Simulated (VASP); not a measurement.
Runs of VASP 6.6.1 on InPd. The structure is that of space group Pm-3m (No. 221), or close to it. The cells are those of the table. 

```tsv
task	cell	gap on the mesh (eV)	pressure (GPa)
single point	a = 3.239 Å, 2 atoms	none	-2.8
electric field gradients	a = 3.272 Å, 2 atoms	none	-6.6
electric field gradients	a = 3.336 Å, 2 atoms	none	(b)
electric field gradients	a = 3.206 Å, 2 atoms	none	(a)
electric field gradients	a = 3.304 Å, 2 atoms	none	-9.4
```

Alike in all rows: level LDA; potentials or basis VASP PAW LDA potentials, release 64 (In_d, Pd); no spin polarisation; k mesh 13 × 13 × 13; cutoff (eV) 520; smearing fermi-dirac 0.03 eV.

Fill in the values left out.

(a) 1.8; (b) -11.8.

Caveats: spin-orbit coupling is left out, which moves the levels of the heavy elements.

A k mesh can miss the band edges, and the runs leave out spin-orbit coupling on In, Pd.

A gap of «none» marks levels without a gap at the run's occupations.
